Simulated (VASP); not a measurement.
Si62Sb (a cell with a defect): single point with PBE+D3(BJ)

Si62Sb (a cell with a defect):

```xyz
63
Lattice="10.8600 0.0000 0.0000 0.0000 10.8600 0.0000 0.0000 0.0000 10.8600" Properties=species:S:1:pos:R:3 pbc="T T T"
Si    5.4011    0.0152    0.0336
Si    6.7851    1.3626    1.3606
Si    8.1303    2.7163    0.0053
Si    9.4800    4.0727    1.3717
Si    8.1254   -0.0030    2.7197
Si    9.4957    1.3359    4.0773
Si   -0.0329   -0.0217   -0.0318
Si    4.0925    4.0810    1.3489
Si    5.4301    5.4403    0.0129
Si    6.8150    6.8231    1.3279
Si    8.1637    8.1736   -0.0157
Si    9.5094    9.5098    1.3794
Si    2.7464   -0.0265    2.7478
Si    4.0647    1.3465    4.0979
Si    5.4022    2.6873    2.7166
Si    6.7607    4.0810    4.0582
Si    8.1145    5.4436    2.7085
Si    9.4926    6.7741    4.0804
Si    5.4352    0.0126    5.4609
Si    6.8095    1.3968    6.7647
Si    8.1583    2.7443    5.4119
Si    9.5146    4.0793    6.8065
Si    8.1129    0.0110    8.1368
Si    9.4746    1.3465    9.5076
Si    0.0064    5.4087    0.0265
Si    1.3594    6.7874    1.3542
Si    2.7082    8.1390    0.0043
Si    4.0680    9.4826    1.3730
Si   -0.0461    2.7476    2.7575
Si    1.3419    4.0740    4.0902
Si    2.6907    5.4052    2.6991
Si    4.0653    6.7635    4.0609
Si    5.4286    8.1134    2.7149
Si    6.7677    9.4999    4.0761
Si   -0.0087   -0.0013    5.4520
Si    1.3544    1.3640    6.7905
Si    2.7073    2.7163    5.4424
Si    4.0640    4.0726    6.8016
Si    5.4194    5.4309    5.4460
Si    6.7940    6.8037    6.7801
Si    8.1441    8.1531    5.4283
Si    9.4960    9.4980    6.8054
Si    2.6842    0.0168    8.1712
Si    4.0830    1.3601    9.4935
Si    5.4213    2.7095    8.1518
Si    6.7734    4.0759    9.5071
Si    8.1319    5.4306    8.1494
Si    9.5118    6.7658    9.5067
Si   -0.0106    8.1222    2.7211
Si    1.3293    9.5094    4.0648
Si    0.0053    5.4447    5.4588
Si    1.3878    6.8213    6.7614
Si    2.7255    8.1714    5.4091
Si    4.0737    9.5208    6.8084
Si   -0.0081    2.6883    8.1677
Si    1.3536    4.0842    9.4816
Si    2.7002    5.4368    8.1448
Si    4.0614    6.7769    9.5118
Si    5.4137    8.1328    8.1556
Si    6.7605    9.5218    9.4979
Si   -0.0018    8.1140    8.1434
Si    1.3404    9.4860    9.5038
Sb    1.6639    1.6790    1.0551
```

```
Program             : VASP 6.6.1
Task                : single point
Functional          : PBE
Dispersion          : D3(BJ)
Potentials or basis : VASP PAW PBE potentials, release 64 (Si, Sb)
Cutoff              : 520 eV
k mesh              : 1 × 1 × 1
Occupations         : gaussian, width 0.02 eV
Spin                : no spin polarisation
```

```
Largest force              : 0.074 eV/Å
Dispersion energy per atom : -0.319 eV
```

Forces in eV/Å, atoms in the order of the input:
```
Si   0.004 -0.001 -0.003
Si  -0.008  0.000 -0.001
Si   0.001 -0.005 -0.002
Si   0.001  0.004  0.009
Si   0.004  0.005 -0.001
Si  -0.003 -0.005  0.005
Si  -0.022 -0.024 -0.026
Si  -0.010  0.002  0.017
Si   0.017  0.010 -0.013
Si  -0.011 -0.008  0.003
Si   0.001  0.000 -0.013
Si  -0.002  0.001  0.011
Si   0.022 -0.018  0.022
Si   0.003 -0.004  0.003
Si   0.000 -0.008 -0.004
Si   0.001  0.004 -0.002
Si  -0.001 -0.004 -0.005
Si   0.000  0.001  0.001
Si   0.000  0.004  0.000
Si  -0.007 -0.002  0.010
Si   0.004  0.002 -0.006
Si   0.000  0.004  0.003
Si   0.000  0.003  0.002
Si   0.000  0.000  0.002
Si   0.001 -0.001 -0.004
Si  -0.004 -0.006  0.008
Si  -0.001 -0.002 -0.005
Si   0.000  0.001  0.009
Si  -0.021  0.012  0.020
Si  -0.006  0.007  0.003
Si  -0.001 -0.005 -0.002
Si  -0.001  0.003  0.000
Si  -0.004 -0.002 -0.007
Si  -0.001  0.002  0.000
Si   0.005  0.003 -0.007
Si  -0.002 -0.002  0.005
Si   0.001 -0.003 -0.002
Si   0.002  0.004  0.009
Si   0.003  0.002 -0.006
Si  -0.004 -0.006  0.005
Si  -0.003  0.000 -0.001
Si  -0.001  0.006 -0.002
Si   0.004  0.004  0.000
Si  -0.012 -0.023  0.007
Si   0.012  0.012 -0.014
Si  -0.012  0.001 -0.005
Si   0.001  0.003  0.003
Si  -0.001  0.001  0.003
Si   0.005 -0.005 -0.006
Si  -0.004  0.000  0.007
Si   0.007 -0.001  0.001
Si  -0.010 -0.009  0.011
Si   0.006  0.000 -0.008
Si  -0.005  0.009  0.011
Si   0.004 -0.007 -0.006
Si  -0.012 -0.002  0.012
Si   0.015  0.010 -0.009
Si  -0.007 -0.008 -0.001
Si   0.009  0.003 -0.005
Si  -0.002  0.004  0.005
Si   0.006  0.000  0.001
Si  -0.003 -0.002  0.004
Sb   0.040  0.035 -0.051
```

Levels at points of the mesh, in eV from the Fermi level:
| k point | band 123 | band 124 | band 125 | band 126 | band 127 | band 128 | band 129 | band 130 | band 131 | band 132 |
| --- | --- | --- | --- | --- | --- | --- | --- | --- | --- | --- |
| (0.00, 0.00, 0.00) | -0.96 | -0.94 | -0.94 | -0.28 | 0.00 | 0.00 | 0.08 | 0.09 | 0.11 | 0.20 |

It took 7.2 min on 1 thread of Intel(R) Xeon(R) Platinum 8559C (Emerald Rapids) (shared host), peak memory 1 GiB.

Caveat: the k points lie up to 0.58 Å⁻¹ apart; the cell carries a net charge on a neutralising background, which shifts energy and pressure; the cell is charged against a uniform background, so pressure and absolute levels hang on convention; spin-orbit coupling is left out, which moves the levels of the heavy elements.
